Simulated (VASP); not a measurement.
A run of VASP 6.6.1:

The input INCAR:

```
SYSTEM = Cd4Se3
ALGO = Normal ; EDIFF = 1E-7
ENCUT = 520 ; GGA = PE
ISIF = 2 ; ISMEAR = 0
LASPH = .True. ; LCHARG = .True.
LELF = .True. ; LREAL = .False.
LVHAR = .True. ; LWAVE = .False.
NBANDS = 42 ; NELM = 100
PREC = Accurate ; SIGMA = 0.2
```

Contents of KPOINTS:

```
k-points
0
Gamma
  4 4 2
  0 0 0
```

POSCAR

```
Cd4Se3
1.0
    4.3069458722      0.0000000000      0.0000000000
   -2.1534729361      3.7299245381      0.0000000000
    0.0000000000      0.0000000000     13.0618634952
Cd Se
4 3
Direct
    0.0000000000      0.0000000000      0.7641434042
    0.6666666667      0.3333333333      0.4823715105
    0.3333333333      0.6666666667      0.2050907790
    0.6666666667      0.3333333333      0.9147617560
    0.0000000000      0.0000000000      0.5565302444
    0.6666666667      0.3333333333      0.2790862794
    0.3333333333      0.6666666667      0.0010160264
```

Potentials or basis: VASP PAW PBE potentials, release 64 (Cd, Se).

The run is started by

```sh
$ cat potpaw_PBE.64/Cd/POTCAR potpaw_PBE.64/Se/POTCAR > POTCAR
$ mpirun -np 1 vasp_std > vasp.out
```

Hardware: 1 thread of AMD EPYC 7R13, on a shared host.

Question: Estimate the wall time of this run.

Answer: It took 2.8 min on 1 thread of AMD EPYC 7R13 (shared host), peak memory 0.29 GiB. Counts: scf iterations 16, k points 8.
